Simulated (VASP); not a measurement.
Here is a VASP 6.6.1 calculation.

Contents of INCAR:

```
SYSTEM = AgCl
PREC = Accurate
ENCUT = 520
EDIFF = 1E-6
ISMEAR = -1
SIGMA = 0.05
LREAL = .FALSE.
LASPH = .TRUE.
NELM = 80
ALGO = Normal
ISIF = 2
LWAVE = .FALSE.
LCHARG = .FALSE.
GGA = PE
NBANDS = 26
```

Contents of KPOINTS:

```
regular mesh
0
G
  8 8 7
  0 0 0
```

The input POSCAR:

```
AgCl
1.0
    1.8955297593     -5.6297167164      0.0000000000
    1.8955297593      5.6297167164      0.0000000000
    0.0000000000      0.0000000000      3.9756753421
Ag Cl
2 2
Direct
    0.6034446000      0.3965554000      0.2500000000
    0.3965554000      0.6034446000      0.7500000000
    0.1345512700      0.8654487300      0.7500000000
    0.8654487300      0.1345512700      0.2500000000
```

Potentials or basis: VASP PAW PBE potentials, release 64 (Ag, Cl).

Launch:

```console
$ cat potpaw_PBE.64/Ag/POTCAR potpaw_PBE.64/Cl/POTCAR > POTCAR
$ mpirun -np 1 vasp_std > vasp.out
```

(1) Predict the largest force.

(2) Predict the pressure.

(3) Estimate the band gap on the k mesh.

Results:

(1) 0.035 eV/Å.

(2) -0.4 GPa.

(3) 0.47 eV (least direct gap 1.88 eV).

Caveat: an odd mesh through Γ misses points on the zone boundary, where band edges can lie.
